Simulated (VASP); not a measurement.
Input of a VASP 6.6.1 run:

File POSCAR:

```
BiOs
1.0
    0.0000000000      2.7157491433      2.7711725952
    2.7711725952      0.0000000000      2.7711725952
    2.7711725952      2.7157491433      0.0000000000
Os Bi
1 1
Direct
    0.5000000000      0.5000000000      0.5000000000
    0.0000000000      0.0000000000      0.0000000000
```

File INCAR.step1:

```
SYSTEM = BiOs
  ALGO = Normal
  EDIFF = 1E-4
  ENCUT = 520
  GGA = PE
  ISMEAR = 0
  LASPH = .True.
  LCHARG = .False.
  LREAL = .False.
  LWAVE = .True.
  NBANDS = 18
  NELM = 100
  PREC = Accurate
  SIGMA = 0.05
```

File INCAR.step2:

```
SYSTEM = BiOs
  ALGO = Normal
  EDIFF = 1E-6
  ENCUT = 520
  ISIF = 2
  ISMEAR = 0
  ISTART = 1
  LASPH = .True.
  LCHARG = .True.
  LELF = .True.
  LMIXTAU = .True.
  LREAL = .False.
  LVHAR = .True.
  LWAVE = .False.
  METAGGA = R2SCAN
  NBANDS = 18
  NELM = 100
  PREC = Accurate
  SIGMA = 0.05
```

Contents of KPOINTS:

```
k-points
0
Gamma
  10 10 10
  0 0 0
```

Potentials or basis: VASP PAW PBE potentials, release 64 (Os, Bi_d).

Launch:

```console
$ cat potpaw_PBE.64/Os/POTCAR potpaw_PBE.64/Bi_d/POTCAR > POTCAR
$ cp INCAR.step1 INCAR
$ mpirun -np 1 vasp_std > vasp.out
$ cp INCAR.step2 INCAR
$ mpirun -np 1 vasp_std > vasp.out
```

Q: Estimate the band gap on the k mesh.

A: Zero (an odd number of electrons rules out a gap without spin polarisation).

Q: Estimate the pressure.

A: 3.8 GPa.

Stress tensor (GPa, compression positive):
```
2.05 0.00 0.00
0.00 7.22 0.00
0.00 0.00 2.05
```

Caveat: the cell stands under pressure; the PAW data sets were made with another functional, which shifts forces and pressure a little; spin-orbit coupling is left out, which moves the levels of the heavy elements.
